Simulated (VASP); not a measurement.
Write the native input for VASP 6.6.1 that does the following.

- Task: single point
- Functional: PBEsol
- Potentials or basis: VASP PAW PBE potentials, release 64 (Zn, Se)
- Cutoff: 520 eV
- k mesh: 12 × 12 × 12
- Occupations: fermi-dirac, width 0.1 eV
- Spin: no spin polarisation
- Dipole correction: no
- Further INCAR settings: ALGO = Normal; EDIFF = 1e-07; NBANDS = 16

The structure of ZnSe lies in POSCAR:

```
ZnSe
1.0
    0.0000000000      2.8165924998      2.8165924998
    2.8165924998      0.0000000000      2.8165924998
    2.8165924998      2.8165924998      0.0000000000
Zn Se
1 1
Direct
    0.0000000000      0.0000000000      0.0000000000
    0.7500000000      0.7500000000      0.7500000000
```

These files were run (other wordings do the same):

INCAR

```
ALGO     = Normal         # electronic algorithm
EDIFF    = 1E-7           # SCF threshold, eV
ENCUT    = 520            # plane-wave cutoff, eV
GGA      = PS             # functional
ISIF     = 2              # what is computed and relaxed
ISMEAR   = -1             # smearing method
LASPH    = T              # aspherical terms in the spheres
LCHARG   = F              # write CHGCAR
LREAL    = F              # projectors in reciprocal space
LWAVE    = F              # write WAVECAR
NBANDS   = 16             # bands
NELM     = 80             # most SCF steps
PREC     = Accurate       # precision mode
SIGMA    = 0.1            # smearing width, eV
```

KPOINTS

```
k-points
0
Gamma
  12 12 12
```

Potentials or basis: VASP PAW PBE potentials, release 64 (Zn, Se).

Run with:

```console
$ cat potpaw_PBE.64/Zn/POTCAR potpaw_PBE.64/Se/POTCAR > POTCAR
$ mpirun -np 1 vasp_std > vasp.out
```

It gave:

```json
{
  "Pressure": "0.3 GPa",
  "Band gap on the k mesh": "1.24 eV, direct"
}
```

Caveat: the PAW data sets were made with another functional, which shifts forces and pressure a little.

Run time: 62 s on 1 thread of Intel(R) Xeon(R) Platinum 8259CL CPU @ 2.50GHz (Skylake/Cascade Lake) (shared host), peak memory 0.2 GiB.
